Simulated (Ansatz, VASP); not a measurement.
TiN: VASP beside Ansatz

```
Ti N
1.0
     0.00000    2.12200    2.12200
     2.12200    0.00000    2.12200
     2.12200    2.12200    0.00000
Ti N
1 1
Direct
  0.00000 0.00000 0.00000
  0.50000 0.50000 0.50000
```

Alike in both runs: task electric field gradients; functional LDA; k mesh 13 × 13 × 13; occupations fermi-dirac, width 0.05 eV; no spin polarisation.

```csv
,VASP,Ansatz
version,VASP 6.6.1,Ansatz 0.2.0
potentials or method,"VASP PAW LDA potentials, release 64 (Ti_sv, N)","PAW with Ansatz's default frozen-core files, scalar-relativistic"
plane-wave cutoff (eV),520,420
valence electrons in the cell,17,17
```

|  | VASP | Ansatz | Ansatz less VASP |
| --- | --- | --- | --- |
| pressure (GPa) | -13.9 | -14.8 | -0.98 |

LDA's correlation is that of Perdew and Zunger in VASP and of Perdew and Wang (1992) in Ansatz.
